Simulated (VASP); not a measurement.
# Li (Fm-3m) in VASP: a series of runs

Li is run at these levels: r2SCAN; tasks: single point, relaxation of cell and atoms.

Everything below comes from runs of VASP 6.6.1. Logs are shortened: lines on timing, memory, paths and dates and some standing lists are left out, and cuts for length are marked.

## Step 1: The cell of the first run

Symmetry: Fm-3m, No. 225, cubic system. The conventional cell has a = 4.200 Å, b = 4.200 Å, c = 4.200 Å, α = 90.00°, β = 90.00°, γ = 90.00°. Within 3.9 Å of Li (site symmetry m-3m) lie 12 Li at 2.97 Å.

This isn't the form of Li at room conditions, which is bcc.

## Step 2: Single point, r2SCAN

POSCAR

```
Li
1.0
    0.0000000000      2.0997790751      2.0997790751
    2.0997790751      0.0000000000      2.0997790751
    2.0997790751      2.0997790751      0.0000000000
Li
1
Direct
    0.0000000000      0.0000000000      0.0000000000
```

INCAR.step1

```
SYSTEM = Li
ALGO = Normal
EDIFF = 1E-4
ENCUT = 520
GGA = PE
ISMEAR = -1
LASPH = .True.
LCHARG = .False.
LREAL = .False.
LWAVE = .True.
NBANDS = 8
NELM = 80
PREC = Accurate
SIGMA = 0.08
```

INCAR.step2

```
SYSTEM = Li
ALGO = Normal
EDIFF = 1E-7
ENCUT = 520
ISIF = 2
ISMEAR = -1
ISTART = 1
LASPH = .True.
LCHARG = .False.
LMIXTAU = .True.
LREAL = .False.
LWAVE = .False.
METAGGA = R2SCAN
NBANDS = 8
NELM = 80
PREC = Accurate
SIGMA = 0.08
```

KPOINTS

```
k-points
0
Gamma
  22 22 22
  0 0 0
```

Potentials or basis: VASP PAW PBE potentials, release 64 (Li_sv).

On the command line:

```bash
$ cat potpaw_PBE.64/Li_sv/POTCAR > POTCAR
$ cp INCAR.step1 INCAR
$ mpirun -np 1 vasp_std > vasp.out
$ cp INCAR.step2 INCAR
$ mpirun -np 1 vasp_std > vasp.out
```

OUTCAR:

```text
SYSTEM = Li
   EDIFF = 1E-7
   ENCUT = 520
   ISIF = 2
   ISMEAR = -1
   ISTART = 1
   LASPH = .True.
   LREAL = .False.
   METAGGA = R2SCAN
   NELM = 80
   PREC = Accurate

 ion  position               nearest neighbor table
   1  0.000  0.000  0.000-

  LATTYP: Found a face centered cubic cell.
 ALAT       =     4.1995581502

  Lattice vectors:

 A1 = (   0.0000000000,   2.0997790751,   2.0997790751)
 A2 = (   2.0997790751,   0.0000000000,   2.0997790751)
 A3 = (   2.0997790751,   2.0997790751,   0.0000000000)

Analysis of symmetry for initial positions (statically):
=====================================================================
 Subroutine PRICEL returns:
 Original cell was already a primitive cell.

 Routine SETGRP: Setting up the symmetry group for a
 face centered cubic supercell.

 Subroutine GETGRP returns: Found 48 space group operations
 (whereof 48 operations were pure point group operations)
 out of a pool of 48 trial point group operations.

The static configuration has the point symmetry O_h .

Analysis of symmetry for dynamics (positions and initial velocities):
=====================================================================
 Subroutine PRICEL returns:
 Original cell was already a primitive cell.

 Routine SETGRP: Setting up the symmetry group for a
 face centered cubic supercell.

 Subroutine GETGRP returns: Found 48 space group operations
 (whereof 48 operations were pure point group operations)
 out of a pool of 48 trial point group operations.

The dynamic configuration has the point symmetry O_h .

 Subroutine INISYM returns: Found 48 space group operations
 (whereof 48 operations are pure point group operations),
 and found     1 'primitive' translations

----------------------------------------------------------------------------------------

                                     Primitive cell

  volume of cell :      18.5162

  direct lattice vectors                    reciprocal lattice vectors
     0.000000000  2.099779075  2.099779075    -0.238120289  0.238120289  0.238120289
     2.099779075  0.000000000  2.099779075     0.238120289 -0.238120289  0.238120289
     2.099779075  2.099779075  0.000000000     0.238120289  0.238120289 -0.238120289

  length of vectors
     2.969536046  2.969536046  2.969536046     0.412436439  0.412436439  0.412436439

  position of ions in fractional coordinates (direct lattice)
     0.000000000  0.000000000  0.000000000

  ion indices of the primitive-cell ions
   primitive index   ion index
[... 75 lines left out ...]
   EDIFFG = 0.1E-05   stopping-criterion for IOM
   NSW    =      0    number of steps for IOM
   IBRION =     -1    ionic relax: 0-MD 1-quasi-New 2-CG
   NFREE  =      0    steps in history (QN), initial steepest desc. (CG)
   ISIF   =      2    stress and relaxation
   ISYM   =      2    0-nonsym 1-usesym 2-fastsym
   POTIM  = 0.5000    time-step for ionic-motion
   TEBEG  =    0.0;   TEEND  =   0.0 temperature during run
   PSTRESS=    0.0 pullay stress
   NELECT =       3.0000    total number of electrons
   NUPDOWN=      -1.0000    fix difference up-down
   EMIN   =  10.00;   EMAX   =-10.00  energy-range for DOS
   EFERMI =   0.00;   METHOD = LEGACY
   ISMEAR =    -1;   SIGMA  =   0.08  broadening in eV -4-tet -1-fermi 0-gaus
   EFERMI_NEDOS =   21; number of points for ismear=-14 and -15
   IALGO  =     38    algorithm
   IMIX   =      4    mixing-type and parameters
     AMIX     =   0.40;   BMIX     =  1.00
     AMIX_MAG =   1.60;   BMIX_MAG =  1.00
  volume/ion in A,a.u.               =      18.52       124.95
  Fermi-wavevector in a.u.,A,eV,Ry     =   0.892480  1.686542 10.837311  0.796520
  Thomas-Fermi vector in A             =   2.014434
   LORBIT       =      0    0 simple, 1 ext, 2 COOP (PROOUT), +10 PAW based schemes
   METAGGA = R2SCAN    functional components
   LHFCALC =     F    Hartree Fock is set to
   AEXX    =    0.0000 exact exchange contribution
   IVDW    =     0    specifies the selected vdW correction
   LEPSILON=     F    determine dielectric tensor
   LRPA    =     F    only Hartree local field effects (RPA)
 non-spin polarized calculation
  energy-cutoff  :      520.00
  volume of cell :       18.52
 maximum number of plane-waves:       531
 NGX is ok and might be reduce to    24
   NGX = 11   NGY = 11   NGZ = 11

 number of electron       3.0000002 magnetization

 Free energy of the ion-electron system (eV)
  ---------------------------------------------------
  ext. energy  EPLUGINS =         0.00000000
  ---------------------------------------------------
  free energy    TOTEN  =        -2.37449411 eV

  energy without entropy =       -2.36517131  energy(sigma->0) =       -2.36983271

 E-fermi :   0.8991     XC(G=0):  -7.6925

 val. band max:        0.8641807389   @ k =   0.5000   0.0455   0.0000
 cond. band min:       0.9161305172   @ k =  -0.2727   0.2727   0.0000
 fundamental gap:      0.0519497783
 Fermi energy:         0.8990953077

 k-point     1 :       0.0000    0.0000    0.0000
  band No.  band energies     occupation
      1     -47.0239      2.00000
      2      -3.1034      2.00000
      3      17.8993      0.00000
      4      17.8993      0.00000
      5      17.9008      0.00000
      6      21.3795      0.00000
      7      21.3795      0.00000
      8      21.3797      0.00000
[... 243 lines left out ...]
 k-point    24 :      -0.4545    0.0455    0.0000
  band No.  band energies     occupation
      1     -46.9963      2.00000
      2       0.7834      1.61870
      3       4.5313      0.00000
      4      15.3554      0.00000
      5      15.7167      0.00000
      6      18.7705      0.00000
      7      19.7598      0.00000
      8      21.7617      0.00000

 [... further k-points ...]

------------------------ aborting loop because EDIFF is reached ----------------------------------------

  FORCE on cell =-STRESS in cart. coord.  units (eV):
  Direction    XX          YY          ZZ          XY          YZ          ZX
  --------------------------------------------------------------------------------------
  -------------------------------------------------------------------------------------
  Total        0.2150876      0.2150876      0.2150876     -0.0000000     -0.0000000     -0.0000000
  in kB       18.6112354     18.6112354     18.6112354     -0.0000000     -0.0000000     -0.0000000
  external PRESSURE =      18.6112354 kB  Pullay stress =       0.0000000 kB

 VOLUME and BASIS-vectors are now :
 -----------------------------------------------------------------------------
  energy-cutoff  :      520.00
  volume of cell :       18.52
      direct lattice vectors                 reciprocal lattice vectors
     0.000000000  2.099779075  2.099779075    -0.238120289  0.238120289  0.238120289
     2.099779075  0.000000000  2.099779075     0.238120289 -0.238120289  0.238120289
     2.099779075  2.099779075  0.000000000     0.238120289  0.238120289 -0.238120289

 POSITION                                       TOTAL-FORCE (eV/Angst)
 -----------------------------------------------------------------------------------
      0.00000      0.00000      0.00000         0.000000     -0.000000     -0.000000
 -----------------------------------------------------------------------------------
    total drift:                               -0.000000     -0.000000     -0.000000

  FREE ENERGIE OF THE ION-ELECTRON SYSTEM (eV)
  ---------------------------------------------------
  free  energy   TOTEN  =        -2.3744941056 eV

  energy  without entropy=       -2.3651713109  energy(sigma->0) =       -2.36983271
```

OUTCAR.step1:

```text
SYSTEM = Li
   EDIFF = 1E-4
   ENCUT = 520
   GGA = PE
   ISMEAR = -1
   LASPH = .True.
   LREAL = .False.
[... 480 lines left out ...]
 -----------------------------------------------------------------------------------
      0.00000      0.00000      0.00000         0.000000      0.000000      0.000000
 -----------------------------------------------------------------------------------
    total drift:                               -0.000000     -0.000000     -0.000000

  FREE ENERGIE OF THE ION-ELECTRON SYSTEM (eV)
  ---------------------------------------------------
  free  energy   TOTEN  =        -1.9039412000 eV

  energy  without entropy=       -1.8938554088  energy(sigma->0) =       -1.89889830
```

Run time: 5 min. Hardware: 1 thread of Oxide Virtual Turin-like, shared host; peak memory 0.12 GiB.

What came out:

```yaml
Free_energy: -2.3745 eV
Band_gap_on_the_k_mesh: zero (an odd number of electrons rules out a gap without spin polarisation)
```

Caveat: the cutoff is under 1.25 times the usual one of these potentials, so pressure, stress and relaxed cells hold a basis-set (Pulay) error; the PAW data sets were made with another functional, which shifts forces and pressure a little.

## Step 3: Single point, r2SCAN

This run uses another cell than the first one, of 19.53 Å³/atom.

POSCAR

```
Li
1.0
    0.0000000000      2.1374055102      2.1374055102
    2.1374055102      0.0000000000      2.1374055102
    2.1374055102      2.1374055102      0.0000000000
Li
1
Direct
    0.0000000000      0.0000000000      0.0000000000
```

INCAR.step1

```
SYSTEM = Li
ALGO = Normal ; EDIFF = 1E-4
ENCUT = 520 ; GGA = PE
ISMEAR = -1 ; LASPH = .TRUE.
LCHARG = .FALSE. ; LREAL = .FALSE.
LWAVE = .TRUE. ; NBANDS = 8
NELM = 100 ; PREC = Accurate
SIGMA = 0.08
```

INCAR.step2

```
SYSTEM = Li
ALGO = Normal ; EDIFF = 1E-7
ENCUT = 520 ; ISIF = 2
ISMEAR = -1 ; ISTART = 1
LASPH = .TRUE. ; LCHARG = .TRUE.
LELF = .TRUE. ; LMIXTAU = .TRUE.
LREAL = .FALSE. ; LVHAR = .TRUE.
LWAVE = .FALSE. ; METAGGA = R2SCAN
NBANDS = 8 ; NELM = 100
PREC = Accurate ; SIGMA = 0.08
```

KPOINTS

```
k-points
0
G
  22 22 22
  0 0 0
```

Potentials or basis: VASP PAW PBE potentials, release 64 (Li_sv).

On the command line:

```bash
$ cat potpaw_PBE.64/Li_sv/POTCAR > POTCAR
$ cp INCAR.step1 INCAR
$ mpirun -np 1 vasp_std > vasp.out
$ cp INCAR.step2 INCAR
$ mpirun -np 1 vasp_std > vasp.out
```

OUTCAR:

```text
SYSTEM = Li
   EDIFF = 1E-7
   ENCUT = 520
   ISIF = 2
   ISMEAR = -1
   ISTART = 1
   LASPH = .TRUE.
   LREAL = .FALSE.
   METAGGA = R2SCAN
   NELM = 100
   PREC = Accurate

 ion  position               nearest neighbor table
   1  0.000  0.000  0.000-

  LATTYP: Found a face centered cubic cell.
 ALAT       =     4.2748110204

  Lattice vectors:

 A1 = (   0.0000000000,   2.1374055102,   2.1374055102)
 A2 = (   2.1374055102,   0.0000000000,   2.1374055102)
 A3 = (   2.1374055102,   2.1374055102,   0.0000000000)
[... 441 lines left out ...]
      8      20.9356      0.00000

 [... further k-points ...]

------------------------ aborting loop because EDIFF is reached ----------------------------------------

  FORCE on cell =-STRESS in cart. coord.  units (eV):
  Direction    XX          YY          ZZ          XY          YZ          ZX
  --------------------------------------------------------------------------------------
  -------------------------------------------------------------------------------------
  Total        0.0957054      0.0957054      0.0957054      0.0000000      0.0000000     -0.0000000
  in kB        7.8515650      7.8515650      7.8515650      0.0000000      0.0000000     -0.0000000
  external PRESSURE =       7.8515650 kB  Pullay stress =       0.0000000 kB

 VOLUME and BASIS-vectors are now :
 -----------------------------------------------------------------------------
  energy-cutoff  :      520.00
  volume of cell :       19.53
      direct lattice vectors                 reciprocal lattice vectors
     0.000000000  2.137405510  2.137405510    -0.233928470  0.233928470  0.233928470
     2.137405510  0.000000000  2.137405510     0.233928470 -0.233928470  0.233928470
     2.137405510  2.137405510  0.000000000     0.233928470  0.233928470 -0.233928470

 POSITION                                       TOTAL-FORCE (eV/Angst)
 -----------------------------------------------------------------------------------
      0.00000      0.00000      0.00000         0.000000      0.000000     -0.000000
 -----------------------------------------------------------------------------------
    total drift:                               -0.000000     -0.000000     -0.000000

  FREE ENERGIE OF THE ION-ELECTRON SYSTEM (eV)
  ---------------------------------------------------
  free  energy   TOTEN  =        -2.3845082527 eV

  energy  without entropy=       -2.3750041909  energy(sigma->0) =       -2.37975622
```

OUTCAR.step1:

```text
SYSTEM = Li
   EDIFF = 1E-4
   ENCUT = 520
   GGA = PE
   ISMEAR = -1
   LASPH = .TRUE.
   LREAL = .FALSE.
[... 479 lines left out ...]
 -----------------------------------------------------------------------------------
      0.00000      0.00000      0.00000        -0.000000     -0.000000     -0.000000
 -----------------------------------------------------------------------------------
    total drift:                               -0.000000     -0.000000      0.000000

  FREE ENERGIE OF THE ION-ELECTRON SYSTEM (eV)
  ---------------------------------------------------
  free  energy   TOTEN  =        -1.9102016995 eV

  energy  without entropy=       -1.8999042751  energy(sigma->0) =       -1.90505299
```

It took 5.3 min on 1 thread of Oxide Virtual Turin-like, shared host; peak memory 0.13 GiB.

Results:

```yaml
Free_energy: -2.3845 eV
Band_gap_on_the_k_mesh: zero (an odd number of electrons rules out a gap without spin polarisation)
```

Caveat: the cutoff is under 1.25 times the usual one of these potentials, so pressure, stress and relaxed cells hold a basis-set (Pulay) error; the PAW data sets were made with another functional, which shifts forces and pressure a little.

## Step 4: Single point, r2SCAN

This run uses another cell than the first one, of 20.98 Å³/atom.

POSCAR

```
Li
1.0
    0.0000000000      2.1890237976      2.1890237976
    2.1890237976      0.0000000000      2.1890237976
    2.1890237976      2.1890237976      0.0000000000
Li
1
Direct
    0.0000000000      0.0000000000      0.0000000000
```

INCAR.step1

```
SYSTEM = Li
  PREC = Accurate
  ENCUT = 520
  ISMEAR = -1
  SIGMA = 0.08
  LREAL = .False.
  LASPH = .True.
  NELM = 100
  NBANDS = 8
  GGA = PE
  ALGO = Normal
  EDIFF = 1E-4
  LWAVE = .True.
  LCHARG = .False.
```

INCAR.step2

```
SYSTEM = Li
  PREC = Accurate
  ENCUT = 520
  EDIFF = 1E-6
  ISMEAR = -1
  SIGMA = 0.08
  LREAL = .False.
  LASPH = .True.
  NELM = 100
  ALGO = Normal
  ISIF = 2
  LWAVE = .False.
  LCHARG = .True.
  METAGGA = R2SCAN
  LMIXTAU = .True.
  LELF = .True.
  LVHAR = .True.
  NBANDS = 8
  ISTART = 1
```

KPOINTS

```
Automatic mesh
0
Gamma
  22 22 22
  0 0 0
```

On the command line:

```bash
$ cat potpaw_PBE.64/Li_sv/POTCAR > POTCAR
$ cp INCAR.step1 INCAR
$ mpirun -np 1 vasp_std > vasp.out
$ cp INCAR.step2 INCAR
$ mpirun -np 1 vasp_std > vasp.out
```

Wall time 6.1 min (1 thread of Oxide Virtual Turin-like, shared host); peak memory 0.13 GiB.

The run converged. Its results:

| Property | Result |
| --- | --- |
| Free energy | -2.3894 eV |
| Band gap on the k mesh | zero (an odd number of electrons rules out a gap without spin polarisation) |

Levels at points of the mesh, in eV from the Fermi level:
```tsv
k point	band 1	band 2	band 3	band 4	band 5
(0.00, 0.00, 0.00)	-48.21	-3.81	15.64	15.64	15.64
(0.50, 0.00, 0.00)	-48.19	-0.01	3.07	13.73	13.73
(0.50, 0.50, 0.00)	-48.19	1.64	4.91	9.09	9.09
```

Caveat: the cutoff is under 1.25 times the usual one of these potentials, so pressure, stress and relaxed cells hold a basis-set (Pulay) error; the PAW data sets were made with another functional, which shifts forces and pressure a little.

## Step 5: Relaxation of cell and atoms, r2SCAN, target pressure 1 GPa, at which the enthalpy is minimised

This run uses another cell than the first one, of 20.98 Å³/atom.

POSCAR is that of step 4.

INCAR.step1

```
ALGO = Normal ; EDIFF = 1E-4
ENCUT = 600 ; GGA = PE
ISMEAR = -1 ; LASPH = T
LCHARG = F ; LREAL = F
LWAVE = T ; NELM = 100
PREC = Accurate ; SIGMA = 0.08
```

INCAR.step2

```
ALGO = Normal ; EDIFF = 1E-7
EDIFFG = -0.002 ; ENCUT = 600
IBRION = 2 ; ISIF = 3
ISMEAR = -1 ; ISTART = 1
LASPH = T ; LCHARG = F
LMIXTAU = T ; LREAL = F
LWAVE = F ; METAGGA = R2SCAN
NELM = 100 ; NSW = 100
PREC = Accurate ; PSTRESS = 10.0
SIGMA = 0.08
```

KPOINTS

```
k-points
0
Gamma
  22 22 22
```

On the command line:

```bash
$ cat potpaw_PBE.64/Li_sv/POTCAR > POTCAR
$ cp INCAR.step1 INCAR
$ mpirun -np 1 vasp_std > vasp.out
$ cp INCAR.step2 INCAR
$ mpirun -np 1 vasp_std > vasp.out
```

Wall time 37 min (1 thread of Oxide Virtual Turin-like, shared host); peak memory 0.15 GiB.

It converged, with:

```
Free energy                                                : -2.3843 eV
Relaxed volume                                             : 18.99 Å³/atom
Relaxed cell                                               : a = 2.995 Å, b = 2.995 Å, c = 2.995 Å, α = 60.00°, β = 60.00°, γ = 60.00°
Space group after relaxing (to 0.1 Å)                      : Fm-3m (No. 225)
Energy change on relaxing (the run minimises the enthalpy) : +6.4 meV/atom
Ionic steps                                                : 6
Pressure after relaxing                                    : 1.0 GPa
Band gap on the k mesh                                     : zero (an odd number of electrons rules out a gap without spin polarisation)
```

The path:
```
step  energy change (eV)  largest force (eV/Å)  pressure (GPa)  volume (Å³)
   1              0.0000                0.0000           -0.14        20.98
   2              0.0009                0.0000            0.14        20.53
   3              0.0047                0.0000            0.70        19.27
   4              0.0091                0.0000            1.47        18.67
   5              0.0061                0.0000            0.96        19.03
   6              0.0064                0.0000            1.01        18.99
```

Final structure:
```
Li
1.0
     0.00000    2.11753    2.11753
     2.11753    0.00000    2.11753
     2.11753    2.11753    0.00000
Li
1
Direct
  0.00000 0.00000 0.00000
```

Levels at points of the mesh, in eV from the Fermi level:
```
           k point  band 1  band 2  band 3  band 4  band 5
(0.00, 0.00, 0.00)  -47.96   -3.97   16.70   16.70   16.70
(0.50, 0.00, 0.00)  -47.93   -0.04    3.37   14.66   14.66
(0.50, 0.50, 0.00)  -47.93    1.73    5.26    9.69    9.69
```

Caveat: the cutoff is under 1.25 times the usual one of these potentials, so pressure, stress and relaxed cells hold a basis-set (Pulay) error; the cell is relaxed towards a set pressure, so the run minimises the enthalpy, not the energy; the PAW data sets were made with another functional, which shifts forces and pressure a little.

(Part 1 of 2 ends here.)
